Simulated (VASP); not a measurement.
Set up this calculation in VASP 6.6.1, as the native input.

```yaml
Task: single point
Functional: PBE
Potentials_or_basis: VASP PAW PBE potentials, release 64 (Y_sv)
Cutoff: 520 eV
k_mesh: 10 × 10 × 6
Occupations: methfessel-paxton, width 0.3 eV
Spin: no spin polarisation
Dipole_correction: no
Further_INCAR_settings: ALGO = Normal; EDIFF = 1e-06; NBANDS = 18
```

The structure of Y lies in POSCAR:

```
Y
1.0
    3.6535431712      0.0000000000      0.0000000000
   -1.8267715856      3.1640612001      0.0000000000
    0.0000000000      0.0000000000      5.6988610241
Y
2
Direct
    0.3333333333      0.6666666667      0.2500000000
    0.6666666667      0.3333333333      0.7500000000
```

The input as run:

INCAR

```
SYSTEM = Y
PREC = Accurate ; ENCUT = 520
EDIFF = 1E-6 ; ISMEAR = 1
SIGMA = 0.3 ; LREAL = .False.
LASPH = .True. ; NELM = 80
ALGO = Normal ; ISIF = 2
LWAVE = .False. ; LCHARG = .False.
GGA = PE ; NBANDS = 18
```

KPOINTS

```
regular mesh
0
Gamma
  10 10 6
  0 0 0
```

Potentials or basis: VASP PAW PBE potentials, release 64 (Y_sv).

Run with:

```sh
$ cat potpaw_PBE.64/Y_sv/POTCAR > POTCAR
$ mpirun -np 1 vasp_std > vasp.out
```

It gave:

| Item | Value |
| --- | --- |
| Pressure | -0.2 GPa |
| Band gap on the k mesh | zero (bands 11 and 12 overlap by 1.45 eV) |

Caveat: so wide a smearing shifts energies and pressures.

Run time: 97 s on 1 thread of Intel Xeon 8259CL, with other jobs on the host, peak memory 0.22 GiB.
